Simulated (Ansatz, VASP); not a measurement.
## SiC3: VASP beside Ansatz

```
CELL_PARAMETERS angstrom
1.41543 0.81720 4.67007
-1.41543 0.81720 4.67007
0.00000 -1.63440 4.67007
ATOMIC_POSITIONS crystal
C 0.00824 0.00824 0.00824
C 0.48896 0.48896 0.48896
C 0.37917 0.37917 0.37917
Si 0.87363 0.87363 0.87363
```

Alike in both runs: task single point; functional PBEsol; k mesh 8 × 8 × 8; no spin polarisation.

```csv
,VASP,Ansatz
version,VASP 6.6.1,Ansatz 0.2.0
potentials or method,"VASP PAW PBE potentials, release 64 (C, Si)","plane waves, PAW"
plane-wave cutoff (eV),520,420
occupations,"gaussian, width 0.01 eV",fixed
valence electrons in the cell,16,16
```

```csv
,VASP,Ansatz,Ansatz less VASP
gap on the k mesh at the Fermi level (eV),1.45,1.47,+0.013
```

VASP's potentials were made for PBE, not for PBEsol.
